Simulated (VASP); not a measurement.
# MgO in VASP: further runs

MgO is run at these levels: PBEsol; tasks: single point.

All numbers are computed with VASP 6.6.1; they aren't measurements. Logs are shortened: lines on timing, memory, paths and dates and some standing lists are left out, and cuts for length are marked.

## Step 1: The cell of the first run

The structure is hexagonal, space group P6_3mc (No. 186). The conventional cell has a = 3.303 Å, b = 3.303 Å, c = 5.020 Å, α = 90.00°, β = 90.00°, γ = 120.00°. Mg (site symmetry 3m) has 4 O at 1.98 to 1.99 Å within 2.6 Å. O (site symmetry 3m) has 4 Mg at 1.98 to 1.99 Å within 2.6 Å.

## Step 2: Single point, PBEsol

INCAR reads:

```
SYSTEM = MgO
PREC = Accurate
ENCUT = 520
EDIFF = 1E-6
ISMEAR = 0
SIGMA = 0.02
LREAL = Auto
LASPH = .TRUE.
NELM = 60
ALGO = Normal
ISIF = 2
LWAVE = .FALSE.
LCHARG = .TRUE.
GGA = PS
LELF = .TRUE.
LVHAR = .TRUE.
NBANDS = 46
ISYM = 0
```

KPOINTS reads:

```
Automatic mesh
0
Gamma
  2 2 2
  0.5 0.5 0.5
```

POSCAR reads:

```
MgO
1.0
   -1.6514125472      2.8603304359     -5.0203150538
   -1.6514125472      2.8603304359      5.0203150538
    6.6056501886      0.0000000001      0.0000000000
Mg O
8 8
Direct
    0.3314755380      0.3351911287      0.1666666667
    0.8314755380      0.8351911287      0.1666666667
    0.3314755380      0.3351911287      0.6666666667
    0.8314755380      0.8351911287      0.6666666667
    0.9148088713      0.4185244620      0.3333333333
    0.4148088713      0.9185244620      0.3333333333
    0.9148088713      0.4185244620      0.8333333333
    0.4148088713      0.9185244620      0.8333333333
    0.1328911287      0.5337755380      0.1666666667
    0.6328911287      0.0337755380      0.1666666667
    0.1328911287      0.5337755380      0.6666666667
    0.6328911287      0.0337755380      0.6666666667
    0.7162244620      0.6171088713      0.3333333333
    0.2162244620      0.1171088713      0.3333333333
    0.7162244620      0.6171088713      0.8333333333
    0.2162244620      0.1171088713      0.8333333333
```

Potentials or basis: VASP PAW PBE potentials, release 64 (Mg, O).

Command:

```
$ cat potpaw_PBE.64/Mg/POTCAR potpaw_PBE.64/O/POTCAR > POTCAR
$ mpirun -np 1 vasp_std > vasp.out
```

OUTCAR:

```text
SYSTEM = MgO
   PREC = Accurate
   ENCUT = 520
   EDIFF = 1E-6
   ISMEAR = 0
   LREAL = Auto
   LASPH = .TRUE.
   NELM = 60
   ISIF = 2
   GGA = PS
   ISYM = 0

 ion  position               nearest neighbor table
   1  0.331  0.335  0.167-  14 1.98  13 1.98  16 1.98   9 1.99   5 3.15   6 3.15   5 3.15   6 3.15
                             7 3.15   8 3.15   3 3.30   3 3.30   4 3.30   4 3.30   2 3.30   2 3.30
   2  0.831  0.835  0.167-  13 1.98  14 1.98  15 1.98  10 1.99   5 3.15   6 3.15   6 3.15   5 3.15
                             7 3.15   8 3.15   4 3.30   4 3.30   3 3.30   3 3.30   1 3.30   1 3.30
   3  0.331  0.335  0.667-  16 1.98  15 1.98  14 1.98  11 1.99   7 3.15   8 3.15   7 3.15   8 3.15
                             5 3.15   6 3.15   1 3.30   1 3.30   2 3.30   2 3.30   4 3.30   4 3.30
   4  0.831  0.835  0.667-  15 1.98  16 1.98  13 1.98  12 1.99   7 3.15   8 3.15   8 3.15   7 3.15
                             5 3.15   6 3.15   2 3.30   2 3.30   1 3.30   1 3.30   3 3.30   3 3.30
   5  0.915  0.419  0.333-   9 1.98  10 1.98  11 1.98  13 1.99   1 3.15   2 3.15   2 3.15   1 3.15
                             3 3.15   4 3.15   7 3.30   7 3.30   8 3.30   8 3.30   6 3.30   6 3.30
   6  0.415  0.919  0.333-  10 1.98   9 1.98  12 1.98  14 1.99   1 3.15   2 3.15   1 3.15   2 3.15
                             3 3.15   4 3.15   8 3.30   8 3.30   7 3.30   7 3.30   5 3.30   5 3.30
   7  0.915  0.419  0.833-  11 1.98  12 1.98   9 1.98  15 1.99   3 3.15   4 3.15   4 3.15   3 3.15
                             1 3.15   2 3.15   5 3.30   5 3.30   6 3.30   6 3.30   8 3.30   8 3.30
   8  0.415  0.919  0.833-  12 1.98  11 1.98  10 1.98  16 1.99   3 3.15   4 3.15   3 3.15   4 3.15
                             1 3.15   2 3.15   6 3.30   6 3.30   5 3.30   5 3.30   7 3.30   7 3.30
   9  0.133  0.534  0.167-   5 1.98   6 1.98   7 1.98   1 1.99
  10  0.633  0.034  0.167-   6 1.98   5 1.98   8 1.98   2 1.99
  11  0.133  0.534  0.667-   7 1.98   8 1.98   5 1.98   3 1.99
  12  0.633  0.034  0.667-   8 1.98   7 1.98   6 1.98   4 1.99
  13  0.716  0.617  0.333-   2 1.98   1 1.98   4 1.98   5 1.99
  14  0.216  0.117  0.333-   1 1.98   2 1.98   3 1.98   6 1.99
  15  0.716  0.617  0.833-   4 1.98   3 1.98   2 1.98   7 1.99
  16  0.216  0.117  0.833-   3 1.98   4 1.98   1 1.98   8 1.99

IMPORTANT INFORMATION: All symmetrisations will be switched off!
NOSYMM: (Re-)initialisation of all symmetry stuff for point group C_1.

----------------------------------------------------------------------------------------

                                     Primitive cell

  volume of cell :     189.7111

  direct lattice vectors                    reciprocal lattice vectors
    -1.651412547  2.860330436 -5.020315054    -0.000000000  0.174804978 -0.099595343
    -1.651412547  2.860330436  5.020315054    -0.000000000  0.174804978  0.099595343
     6.605650189  0.000000000  0.000000000     0.151385552  0.087402489  0.000000000

  length of vectors
     6.009344128  6.009344128  6.605650189     0.201186513  0.201186513  0.174804978

  position of ions in fractional coordinates (direct lattice)
     0.331475538  0.335191129  0.166666667
     0.831475538  0.835191129  0.166666667
     0.331475538  0.335191129  0.666666667
     0.831475538  0.835191129  0.666666667
     0.914808871  0.418524462  0.333333333
     0.414808871  0.918524462  0.333333333
[... 8 lines left out ...]
     0.716224462  0.617108871  0.833333333
     0.216224462  0.117108871  0.833333333

  ion indices of the primitive-cell ions
   primitive index   ion index
                 1           1
                 2           2
                 3           3
                 4           4
                 5           5
                 6           6
[... 8 lines left out ...]
                15          15
                16          16

----------------------------------------------------------------------------------------

 KPOINTS: Automatic mesh

Automatic generation of k-mesh.
 Grid dimensions read from file:
 generate k-points for:    2    2    2

 Generating k-lattice:

  Cartesian coordinates                     Fractional coordinates (reciprocal lattice)
    -0.000000000  0.087402489 -0.049797672     0.500000000  0.000000000  0.000000000
    -0.000000000  0.087402489  0.049797672     0.000000000  0.500000000  0.000000000
     0.075692776  0.043701245  0.000000000     0.000000000  0.000000000  0.500000000

  Length of vectors
     0.100593256  0.100593256  0.087402489

  Shift w.r.t. Gamma in fractional coordinates (k-lattice)
     0.500000000  0.500000000  0.500000000

 Subroutine IBZKPT returns following result:
 ===========================================

 Found      4 irreducible k-points:

 Following reciprocal coordinates:
            Coordinates               Weight
  0.250000  0.250000  0.250000      2.000000
 -0.250000  0.250000  0.250000      2.000000
 -0.250000  0.250000 -0.250000      2.000000
 -0.250000 -0.250000  0.250000      2.000000
   k-points           NKPTS =      4   k-points in BZ     NKDIM =      4   number of bands    NBANDS=     46
   number of dos      NEDOS =    301   number of ions     NIONS =     16
   total plane-waves  NPLWV = 115200
   dimension x,y,z NGX =    48 NGY =   48 NGZ =   50
   dimension x,y,z NGXF=    96 NGYF=   96 NGZF=  100
   ions per type =               8   8
   NGX,Y,Z   is equivalent  to a cutoff of  13.28, 13.28, 12.58 a.u.
   NGXF,Y,Z  is equivalent  to a cutoff of  26.56, 26.56, 25.17 a.u.
 SYSTEM =  MgO
   PREC   = accura    normal or accurate (medium, high low for compatibility)
   ISTART =      0    job   : 0-new  1-cont  2-samecut
   ICHARG =      2    charge: 1-file 2-atom 10-const
   ISPIN  =      1    spin polarized calculation?
   LNONCOLLINEAR =      F non collinear calculations
   LSORBIT =      F    spin-orbit coupling
   LASPH  =      T    aspherical Exc in radial PAW
   ENCUT  =  520.0 eV  38.22 Ry    6.18 a.u.  11.17 11.17 12.28*2*pi/ulx,y,z
   NELM   =     60;   NELMIN=  2; NELMDL= -5     # of ELM steps
   EDIFF  = 0.1E-05   stopping-criterion for ELM
   LREAL  =      T    real-space projection
   EDIFFG = 0.1E-04   stopping-criterion for IOM
   NSW    =      0    number of steps for IOM
   IBRION =     -1    ionic relax: 0-MD 1-quasi-New 2-CG
   NFREE  =      0    steps in history (QN), initial steepest desc. (CG)
   ISIF   =      2    stress and relaxation
   ISYM   =      0    0-nonsym 1-usesym 2-fastsym
   POTIM  = 0.5000    time-step for ionic-motion
   TEBEG  =    0.0;   TEEND  =   0.0 temperature during run
   PSTRESS=    0.0 pullay stress
   NELECT =      64.0000    total number of electrons
   NUPDOWN=      -1.0000    fix difference up-down
   EMIN   =  10.00;   EMAX   =-10.00  energy-range for DOS
   EFERMI =   0.00;   METHOD = LEGACY
   ISMEAR =     0;   SIGMA  =   0.02  broadening in eV -4-tet -1-fermi 0-gaus
   EFERMI_NEDOS =   21; number of points for ismear=-14 and -15
   IALGO  =     38    algorithm
   IMIX   =      4    mixing-type and parameters
     AMIX     =   0.40;   BMIX     =  1.00
     AMIX_MAG =   1.60;   BMIX_MAG =  1.00
  volume/ion in A,a.u.               =      11.86        80.01
  Fermi-wavevector in a.u.,A,eV,Ry     =   1.139648  2.153622 17.671201  1.298797
  Thomas-Fermi vector in A             =   2.276351
   LORBIT       =      0    0 simple, 1 ext, 2 COOP (PROOUT), +10 PAW based schemes
   GGA     = PS    functional components
   LHFCALC =     F    Hartree Fock is set to
   AEXX    =    0.0000 exact exchange contribution
   IVDW    =     0    specifies the selected vdW correction
   LEPSILON=     F    determine dielectric tensor
   LRPA    =     F    only Hartree local field effects (RPA)
 non-spin polarized calculation
 Gauss-broadening in eV      SIGMA  =   0.02
  energy-cutoff  :      520.00
  volume of cell :      189.71
 maximum number of plane-waves:      5138
 NGX is ok and might be reduce to    48
   NGX = 23   NGY = 23   NGZ = 25

 number of electron      64.0000011 magnetization

 Free energy of the ion-electron system (eV)
  ---------------------------------------------------
  ext. energy  EPLUGINS =         0.00000000
  ---------------------------------------------------
  free energy    TOTEN  =       -98.21751588 eV

  energy without entropy =      -98.21751588  energy(sigma->0) =      -98.21751588

 E-fermi :   0.9407     XC(G=0):  -9.9591

 val. band max:        0.7992336728   @ k =  -0.2500  -0.2500   0.2500
 cond. band min:       5.7274207240   @ k =  -0.2500   0.2500  -0.2500
 fundamental gap:      4.9281870512
 Fermi energy:         0.9406812649

 k-point     1 :       0.2500    0.2500    0.2500
  band No.  band energies     occupation
      1     -14.7315      2.00000
      2     -14.7315      2.00000
      3     -14.6373      2.00000
      4     -14.6373      2.00000
      5     -14.3500      2.00000
      6     -14.3500      2.00000
[... 36 lines left out ...]
     43      10.9652      0.00000
     44      10.9652      0.00000

 k-point     2 :      -0.2500    0.2500    0.2500
  band No.  band energies     occupation
      1     -14.9953      2.00000
      2     -14.5928      2.00000
      3     -14.4870      2.00000
      4     -14.4869      2.00000
      5     -14.4609      2.00000
      6     -14.3157      2.00000
[... 36 lines left out ...]
     43      11.0167      0.00000
     44      11.7425      0.00000

 k-point     3 :      -0.2500    0.2500   -0.2500
  band No.  band energies     occupation
      1     -14.9953      2.00000
      2     -14.5928      2.00000
      3     -14.4870      2.00000
      4     -14.4869      2.00000
      5     -14.4609      2.00000
      6     -14.3157      2.00000
[... 36 lines left out ...]
     43      11.0167      0.00000
     44      11.7425      0.00000

 k-point     4 :      -0.2500   -0.2500    0.2500
  band No.  band energies     occupation
      1     -14.9579      2.00000
      2     -14.4953      2.00000
      3     -14.4953      2.00000
      4     -14.4953      2.00000
      5     -14.4953      2.00000
      6     -14.4124      2.00000
[... 36 lines left out ...]
     43      11.3540      0.00000
     44      11.9163      0.00000
 [bands above 44 left out]

------------------------ aborting loop because EDIFF is reached ----------------------------------------

  FORCE on cell =-STRESS in cart. coord.  units (eV):
  Direction    XX          YY          ZZ          XY          YZ          ZX
  --------------------------------------------------------------------------------------
  -------------------------------------------------------------------------------------
  Total       -0.3634452     -0.3142527     -0.2932707     -0.0576272     -0.0000029      0.0000056
  in kB       -3.0694228     -2.6539748     -2.4767749     -0.4866825     -0.0000248      0.0000477
  external PRESSURE =      -2.7333908 kB  Pullay stress =       0.0000000 kB

 VOLUME and BASIS-vectors are now :
 -----------------------------------------------------------------------------
  energy-cutoff  :      520.00
  volume of cell :      189.71
      direct lattice vectors                 reciprocal lattice vectors
    -1.651412547  2.860330436 -5.020315054    -0.000000000  0.174804978 -0.099595343
    -1.651412547  2.860330436  5.020315054    -0.000000000  0.174804978  0.099595343
     6.605650189  0.000000000  0.000000000     0.151385552  0.087402489  0.000000000

 POSITION                                       TOTAL-FORCE (eV/Angst)
 -----------------------------------------------------------------------------------
      0.00000      1.90689      0.01865         0.002049      0.000762      0.001401
     -1.65141      4.76722      0.01865         0.002035      0.000758      0.001394
      3.30283      1.90689      0.01865         0.002049      0.000778      0.001389
      1.65141      4.76722      0.01865         0.002064      0.000758      0.001394
     -0.00000      3.81377     -2.49150        -0.002053     -0.000763      0.001396
     -0.00000      3.81377      2.52881        -0.002047     -0.000765      0.001397
[... 8 lines left out ...]
      3.30283      3.81377     -0.49759        -0.003020     -0.004409     -0.001394
      4.95424      0.95344     -0.49759        -0.003014     -0.004407     -0.001401
 -----------------------------------------------------------------------------------
    total drift:                               -0.000003     -0.000002      0.010791

  FREE ENERGIE OF THE ION-ELECTRON SYSTEM (eV)
  ---------------------------------------------------
  free  energy   TOTEN  =       -98.2175158831 eV

  energy  without entropy=      -98.2175158831  energy(sigma->0) =      -98.21751588
```

It took 69 s on 1 thread of AMD EPYC 9R14 (Zen 4), shared host; peak memory 0.29 GiB.

Results:

```
Free energy            : -98.2175 eV
Pressure               : -0.3 GPa
Largest force          : 0.006 eV/Å
Band gap on the k mesh : 4.93 eV
```

Forces on the atoms (eV/Å):
```
Mg   0.002  0.001  0.001
Mg   0.002  0.001  0.001
Mg   0.002  0.001  0.001
Mg   0.002  0.001  0.001
Mg  -0.002 -0.001  0.001
Mg  -0.002 -0.001  0.001
Mg  -0.002 -0.001  0.001
Mg  -0.002 -0.001  0.001
O    0.003  0.004 -0.001
O    0.003  0.004 -0.001
O    0.003  0.004 -0.001
O    0.003  0.004 -0.001
O   -0.003 -0.004 -0.001
O   -0.003 -0.004 -0.001
O   -0.003 -0.004 -0.001
O   -0.003 -0.004 -0.001
```

Levels at points of the mesh, in eV from the valence-band top:
```tsv
k point	band 30	band 31	band 32	band 33	band 34	band 35
(0.25, 0.25, 0.25)	-0.25	-0.23	-0.23	6.62	6.62	6.83
```

Caveat: the k points lie up to 0.63 Å⁻¹ apart; the PAW data sets were made with another functional, which shifts forces and pressure a little; a shifted mesh leaves out Γ, where band edges can lie. A k mesh can miss the band edges.

## Step 3: Single point, PBEsol

INCAR reads:

```
PREC = Accurate
ENCUT = 520
EDIFF = 1E-7
ISMEAR = -1
SIGMA = 0.0259
LREAL = Auto
LASPH = T
NELM = 80
ALGO = Normal
ISIF = 2
LWAVE = F
LCHARG = T
GGA = PS
LELF = T
LVHAR = T
NBANDS = 46
```

KPOINTS is that of step 2.

POSCAR reads:

```
MgO
1.0
   -1.6514125472      2.8603304359     -5.0203150538
   -1.6514125472      2.8603304359      5.0203150538
    6.6056501886      0.0000000001      0.0000000000
Mg O
8 8
Direct
    0.3695125994      0.3909026913      0.1885213895
    0.8736377951      0.8869353669      0.1884027423
    0.3479999947      0.3938660405      0.6925598160
    0.8673792419      0.8770901863      0.6846612480
    0.9246570276      0.4662455583      0.3518106342
    0.4460624663      0.9724607046      0.3638977079
    0.9351354460      0.4679083945      0.8538528444
    0.4157183330      0.9398862332      0.8338132103
    0.1499055174      0.5893566229      0.1924945672
    0.6682756889      0.0912690730      0.1824870703
    0.1416927832      0.5721719418      0.6944645921
    0.6720919946      0.0831176039      0.6883244612
    0.7486355783      0.6746171161      0.3535552581
    0.2480759166      0.1676365427      0.3529184418
    0.7273162939      0.6578481438      0.8488635898
    0.2461158367      0.1728070909      0.8560669150
```

Potentials or basis: VASP PAW PBE potentials, release 64 (Mg, O).

Command:

```
$ cat potpaw_PBE.64/Mg/POTCAR potpaw_PBE.64/O/POTCAR > POTCAR
$ mpirun -np 1 vasp_std > vasp.out
```

Run time: 78 s. Hardware: 1 thread of AMD EPYC 9R14 (Zen 4), shared host; peak memory 0.29 GiB.

The run converged. Its results:

```
Free energy            : -97.6866 eV
Pressure               : 0.3 GPa
Largest force          : 2.188 eV/Å
Band gap on the k mesh : 4.78 eV
```

Forces in eV/Å, atoms in the order of the input:
```
Mg   0.253 -0.479  0.576
Mg  -0.245 -0.286  0.720
Mg  -0.454 -0.473 -0.833
Mg   0.526  0.052  0.895
Mg  -0.249  0.348 -0.780
Mg  -0.759  0.107 -0.269
Mg   1.201 -0.661  0.115
Mg   0.249  2.174 -0.018
O   -0.117  0.360 -0.471
O    0.342 -1.176 -0.105
O   -1.298  0.117  0.326
O    0.417 -0.722  0.054
O    0.117 -0.143  0.169
O    0.254  0.577  0.198
O   -0.221  0.601 -0.116
O   -0.015 -0.395 -0.462
```

Stress tensor (GPa, compression positive):
```
-1.06 -0.56  0.15
-0.56  2.31  0.29
 0.15  0.29 -0.24
```

Levels at points of the mesh, in eV from the valence-band top:
| k point | band 30 | band 31 | band 32 | band 33 | band 34 | band 35 |
| --- | --- | --- | --- | --- | --- | --- |
| (0.25, 0.25, 0.25) | -0.27 | -0.19 | -0.11 | 6.28 | 6.50 | 6.67 |

Caveat: the k points lie up to 0.63 Å⁻¹ apart; the atoms stand as in a frame of molecular dynamics; the PAW data sets were made with another functional, which shifts forces and pressure a little; a shifted mesh leaves out Γ, where band edges can lie. A k mesh can miss the band edges.
